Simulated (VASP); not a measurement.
**SnO2: single point with PBE**

The system is SnO2.

```
Sn O
1.0
     4.59523    0.00000    0.00000
     0.00000    4.59523    0.00000
     0.00000    0.00000    3.18640
Sn O
2 4
Direct
  0.00000 0.00000 0.00000
  0.50000 0.50000 0.50000
  0.30562 0.30562 0.00000
  0.19438 0.80562 0.50000
  0.69438 0.69438 0.00000
  0.80562 0.19438 0.50000
```

This cell differs from its parent crystal: equal xx and yy strain of -3 %.

```
Program             : VASP 6.6.1
Task                : single point
Functional          : PBE
Potentials or basis : VASP PAW PBE potentials, release 64 (Sn_d, O)
Cutoff              : 520 eV
k mesh              : 4 × 4 × 6
Occupations         : fermi-dirac, width 0.03 eV
Spin                : no spin polarisation
```

```yaml
Pressure: 26.6 GPa
Largest_force: 0.015 eV/Å
Band_gap_on_the_k_mesh: 1.90 eV, direct
```

Forces on the atoms (eV/Å):
```
Sn   0.000  0.000  0.000
Sn   0.000  0.000  0.000
O   -0.011 -0.011  0.000
O    0.011 -0.011  0.000
O    0.011  0.011  0.000
O   -0.011  0.011  0.000
```

Stress tensor (GPa, compression positive):
```
27.06  0.00  0.00
 0.00 27.06  0.00
 0.00  0.00 25.68
```

Levels at points of the mesh, in eV from the valence-band top:
```
           k point  band 24  band 25  band 26  band 27  band 28  band 29
(0.00, 0.00, 0.00)    -0.79    -0.79     0.00     1.90     6.46     6.46
(0.50, 0.00, 0.00)    -1.22    -0.63    -0.63     5.10     5.10     7.26
(0.50, 0.50, 0.00)    -1.36    -0.89    -0.89     5.48     5.48     7.87
(0.00, 0.00, 0.50)    -1.83    -1.33    -1.33     6.91     6.91    10.30
(0.50, 0.00, 0.50)    -1.18    -0.55    -0.55     7.26     7.26     8.76
(0.50, 0.50, 0.50)    -0.98    -0.85    -0.85     5.53     5.53     9.25
```

It took 21 s on 1 thread of Intel(R) Xeon(R) 6975P-C (Granite Rapids), with other jobs on the host, peak memory 0.19 GiB.

Caveat: the cell differs from its parent crystal (equal xx and yy strain of -3 %); spin-orbit coupling is left out, which moves the levels of the heavy elements.
